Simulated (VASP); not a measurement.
A run of VASP 6.6.1:

The input INCAR:

```
SYSTEM = Al3Cu2
PREC = Accurate
ENCUT = 520
EDIFF = 1E-6
ISMEAR = 0
SIGMA = 0.1
LREAL = .False.
LASPH = .True.
NELM = 100
ALGO = Normal
ISIF = 2
LWAVE = .False.
LCHARG = .False.
GGA = PS
NBANDS = 24
```

The input KPOINTS:

```
Automatic mesh
0
Gamma
  12 12 8
  0 0 0
```

POSCAR

```
Al3Cu2
1.0
    4.0986507229      0.0000000000      0.0000000000
   -2.0493253614      3.5495356473      0.0000000000
    0.0000000000      0.0000000000      4.9811466882
Al Cu
3 2
Direct
    0.0000000000      0.0000000000      0.0000000000
    0.3333333333      0.6666666667      0.3514589362
    0.6666666667      0.3333333333      0.6485410638
    0.3333333333      0.6666666667      0.8422287150
    0.6666666667      0.3333333333      0.1577712850
```

Potentials or basis: VASP PAW PBE potentials, release 64 (Al, Cu).

Command:

```bash
$ cat potpaw_PBE.64/Al/POTCAR potpaw_PBE.64/Cu/POTCAR > POTCAR
$ mpirun -np 1 vasp_std > vasp.out
```

Hardware: 1 thread of AMD EPYC 9R45 96-Core Processor (Zen 5), on a shared host.

Question: Estimate the wall time of this run.

Answer: Wall time 2.3 min on 1 thread of AMD EPYC 9R45 96-Core Processor (Zen 5), with other jobs on the host, peak memory 0.28 GiB. Counts: scf iterations 15, k points 131.
